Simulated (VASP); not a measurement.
## TiTl2H4: relaxation of cell and atoms with PBE

TiTl2H4:

```
CELL_PARAMETERS angstrom
-2.60860 2.60860 3.67614
2.60860 -2.60860 3.67614
2.60860 2.60860 -3.67614
ATOMIC_POSITIONS crystal
Ti 0.00000 0.00000 0.00000
Tl 0.75000 0.25000 0.50000
Tl 0.25000 0.75000 0.50000
H 0.24859 0.24859 0.49718
H 0.24859 0.75141 0.00000
H 0.75141 0.75141 0.50282
H 0.75141 0.24859 0.00000
```

```yaml
Program: VASP 6.6.1
Task: relaxation of cell and atoms
Functional: PBE
Potentials_or_basis: VASP PAW PBE potentials, release 64 (Ti_sv, Tl_d, H)
Cutoff: 600 eV
k_mesh: 6 × 6 × 6
Occupations: gaussian, width 0.1 eV
Spin: no spin polarisation
Dipole_correction: no
Further_INCAR_settings: ALGO = Normal; EDIFF = 1e-06; IBRION = 2; EDIFFG = -0.04; NSW = 90; ISIF = 3
```

| Quantity | Value |
| --- | --- |
| Relaxed volume | 14.46 Å³/atom |
| Relaxed cell | a = 5.259 Å, b = 5.259 Å, c = 5.259 Å, α = 121.00°, β = 121.00°, γ = 88.27° |
| Space group after relaxing (to 0.05 Å) | I4/mmm (No. 139) |
| Energy gained by relaxing | 1.4 meV/atom |
| Ionic steps | 5 |
| Pressure after relaxing | -0.2 GPa |
| Largest force after relaxing | 0.021 eV/Å |
| Band gap on the k mesh | zero (band 21 reaches 5.04 eV, above the bottom of band 22 at 3.52 eV) |

Forces on the atoms (eV/Å):
```
Ti   0.000  0.000  0.000
Tl   0.000  0.000  0.000
Tl   0.000  0.000  0.000
H    0.015  0.015  0.000
H   -0.015  0.015  0.000
H   -0.015 -0.015  0.000
H    0.015 -0.015  0.000
```

Stress tensor (GPa, compression positive):
```
-0.31  0.00  0.00
 0.00 -0.31  0.00
 0.00  0.00 -0.11
```

Step by step:
| step | energy change (eV) | largest force (eV/Å) | pressure (GPa) | volume (Å³) |
| --- | --- | --- | --- | --- |
| 1 | 0.0000 | 0.0376 | -0.02 | 100.06 |
| 2 | -0.0031 | 0.0028 | 0.09 | 100.04 |
| 3 | -0.0063 | 0.0794 | 0.32 | 99.98 |
| 4 | -0.0089 | 0.0520 | 0.06 | 100.56 |
| 5 | -0.0100 | 0.0209 | -0.24 | 101.22 |

Final structure:
```
Ti Tl H
1.0
    -2.58940    2.58940    3.77395
     2.58940   -2.58940    3.77395
     2.58940    2.58940   -3.77395
Ti Tl H
1 2 4
Direct
  0.00000 0.00000 0.00000
  0.75000 0.25000 0.50000
  0.25000 0.75000 0.50000
  0.24896 0.24896 0.49792
  0.24896 0.75104 0.00000
  0.75104 0.75104 0.50208
  0.75104 0.24896 0.00000
```

Levels at points of the mesh, in eV from the Fermi level:
```tsv
k point	band 19	band 20	band 21	band 22	band 23	band 24
(0.00, 0.00, 0.00)	-1.75	-1.02	-0.97	-0.97	-0.97	2.67
(0.50, 0.00, 0.00)	-2.01	-1.74	-0.33	0.07	0.48	1.30
(0.50, 0.50, 0.00)	-3.43	-1.01	-0.32	0.44	0.60	1.07
(0.50, 0.50, 0.50)	-3.78	-2.83	0.54	0.54	0.62	1.76
```

Wall time 10 min on 1 thread of Oxide Virtual Turin-like Processor, on a shared host, peak memory 0.3 GiB.

Caveat: spin-orbit coupling is left out, which moves the levels of the heavy elements.
